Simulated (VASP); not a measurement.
Wanted: the native input for a VASP 6.6.1 run.

* Task: single point
* Functional: PBE
* Potentials or basis: VASP PAW PBE potentials, release 64 (Hf_pv, H)
* Cutoff: 520 eV
* k mesh: 6 × 6 × 6
* Occupations: gaussian, width 0.1 eV
* Spin: no spin polarisation
* Dipole correction: no
* Further INCAR settings: ALGO = Normal; EDIFF = 1e-06; NBANDS = 20

The structure of Hf2H3 lies in POSCAR:

```
Hf2H3
1.0
    2.7044204400      1.5613978700      2.1706784600
   -2.7044204400      1.5613978700      2.1706784600
    0.0000000000     -3.1227957400      2.1706784600
Hf H
2 3
Direct
    0.2500000000      0.2500000000      0.2500000000
    0.7500000000      0.7500000000      0.7500000000
    0.5000000000      0.2500000000      0.7500000000
    0.7500000000      0.5000000000      0.2500000000
    0.2500000000      0.7500000000      0.5000000000
```

The cell was generated, and may not be a known phase.

The input as run:

INCAR

```
PREC = Accurate
ENCUT = 520
EDIFF = 1E-6
ISMEAR = 0
SIGMA = 0.1
LREAL = False
LASPH = True
NELM = 100
ALGO = Normal
ISIF = 2
LWAVE = False
LCHARG = True
GGA = PE
LELF = True
LVHAR = True
NBANDS = 20
```

KPOINTS

```
regular mesh
0
Gamma
  6 6 6
```

Potentials or basis: VASP PAW PBE potentials, release 64 (Hf_pv, H).

The run is started by

```sh
$ cat potpaw_PBE.64/Hf_pv/POTCAR potpaw_PBE.64/H/POTCAR > POTCAR
$ mpirun -np 1 vasp_std > vasp.out
```

Results of the run:

| Item | Value |
| --- | --- |
| Pressure | -10.5 GPa |
| Largest force | 0.537 eV/Å |
| Band gap on the k mesh | zero (an odd number of electrons rules out a gap without spin polarisation) |

Caveat: the cell stands under tension; spin-orbit coupling is left out, which moves the levels of the heavy elements.

It took 17 s on 1 thread of AMD EPYC 9R45 96-Core Processor (Zen 5), on a shared host, peak memory 0.14 GiB.
